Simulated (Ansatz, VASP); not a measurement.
TaN in VASP and in Ansatz

```
Ta N
1.0
     0.00000    2.17384    2.17384
     2.17384    0.00000    2.17384
     2.17384    2.17384    0.00000
Ta N
1 1
Direct
  0.49566 0.50434 0.50434
  0.05612 0.94388 0.94388
```

Change from the starting cell: mode 4 frozen in at -0.244 Å and mode 6 at +0.000 Å (largest displacements).

Alike in both runs: task single point; functional LDA; k mesh 18 × 18 × 18; occupations gaussian, width 0.15 eV; no spin polarisation.

|  | VASP | Ansatz |
| --- | --- | --- |
| version | VASP 6.6.1 | Ansatz 0.2.0 |
| potentials or method | VASP PAW LDA potentials, release 64 (Ta_pv, N), cutoff 520 eV | scalar-relativistic, plane waves, PAW |
| valence electrons in the cell | 16 | 18 |

```csv
,VASP,Ansatz,Ansatz less VASP
gap on the k mesh at the Fermi level (eV),none,none,-
pressure (GPa),15.9,13.4,-2.45
"traceless stress, the component that is largest in VASP (GPa)",26.26,25.73,-0.533
rms of the force components (eV/Å),2.013,1.972,-0.0414
```

Ansatz warns that its potentials were made for another functional, while VASP's fit it. LDA's correlation is that of Perdew and Zunger in VASP and of Perdew and Wang (1992) in Ansatz. Atom by atom the forces differ by 0.041 eV/Å (rms over components). A gap of «none» marks a metal or a gap that the smearing closes. VASP's potentials hold 16 valence electrons a cell and Ansatz's 18, so a difference there can come from the potentials and not from the codes.

Spin-orbit coupling is off throughout.
